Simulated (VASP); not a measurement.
Write the native input for VASP 6.6.1 that does the following.

```yaml
Task: single point
Functional: PBEsol
Potentials_or_basis: VASP PAW PBE potentials, release 64 (Si, Ni)
Cutoff: 520 eV
k_mesh: 9 × 9 × 1
Occupations: gaussian, width 0.1 eV
Spin: no spin polarisation
Dipole_correction: yes
Further_INCAR_settings: ALGO = Normal; EDIFF = 1e-07; NBANDS = 42
```

The structure of Si8Ni3 lies in POSCAR:

```
Si8Ni3
1.0
    3.8123023599      0.0000000000      0.0000000000
   -1.9061511800      3.3015506906      0.0000000000
    0.0000000000      0.0000000000     25.8945614482
Si Ni
8 3
Direct
    0.6666666667      0.3333333333      0.2892213516
    0.0000000000      0.0000000000      0.3390212846
    0.3333333333      0.6666666667      0.4096068201
    0.6666666667      0.3333333333      0.4685137908
    0.0000000000      0.0000000000      0.5314862093
    0.3333333333      0.6666666667      0.5903931827
    0.6666666667      0.3333333333      0.6609787111
    0.0000000000      0.0000000000      0.7107786492
    0.6666666667      0.3333333333      0.3799410663
    0.3333333333      0.6666666667      0.5000000010
    0.0000000000      0.0000000000      0.6200589332
```

These files were run (other wordings do the same):

INCAR

```
PREC = Accurate
ENCUT = 520
EDIFF = 1E-7
ISMEAR = 0
SIGMA = 0.1
LREAL = False
LASPH = True
NELM = 80
ALGO = Normal
ISIF = 2
LWAVE = False
LCHARG = False
LDIPOL = True
IDIPOL = 3
DIPOL = 0.5 0.5 0.500
GGA = PS
NBANDS = 42
```

KPOINTS

```
Automatic mesh
0
Gamma
  9 9 1
```

Potentials or basis: VASP PAW PBE potentials, release 64 (Si, Ni).

Launch:

```sh
$ cat potpaw_PBE.64/Si/POTCAR potpaw_PBE.64/Ni/POTCAR > POTCAR
$ mpirun -np 1 vasp_std > vasp.out
```

It gave:

The largest force is 0.024 eV/Å. The band gap on the k mesh is zero (bands 31 and 32 overlap by 2.34 eV).

Caveat: the PAW data sets were made with another functional, which shifts forces and pressure a little.

Wall time 12 min on 1 thread of Intel Xeon 8259CL, on a shared host, peak memory 0.44 GiB.
